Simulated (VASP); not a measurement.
Crystal: Sn.

```
CELL_PARAMETERS angstrom
-1.87240 1.87240 1.87240
1.87240 -1.87240 1.87240
1.87240 1.87240 -1.87240
ATOMIC_POSITIONS crystal
Sn 0.00000 0.00000 0.00000
```

This isn't the form of Sn at room conditions, which is tetragonal (white tin).

Base run:

- Program: VASP 6.6.1
- Functional: PBEsol
- Potentials or basis: VASP PAW PBE potentials, release 64 (Sn_d)
- Cutoff: 520 eV
- k mesh: 16 × 16 × 16
- Occupations: gaussian, width 0.1 eV
- Spin: no spin polarisation

Its results: band gap on the k mesh zero (bands 7 and 8 overlap by 10.77 eV); pressure -0.1 GPa.

Task: The run is repeated on the same cell with these changes: k mesh from 16 × 16 × 16 to 12 × 12 × 12; occupations from gaussian, width 0.1 eV to gaussian, width 0.15 eV. What comes out?

Result: Band gap on the k mesh zero (bands 7 and 8 overlap by 10.85 eV); pressure -0.6 GPa.

Caveats: the PAW data sets were made with another functional, which shifts forces and pressure a little; spin-orbit coupling is left out, which moves the levels of the heavy elements.
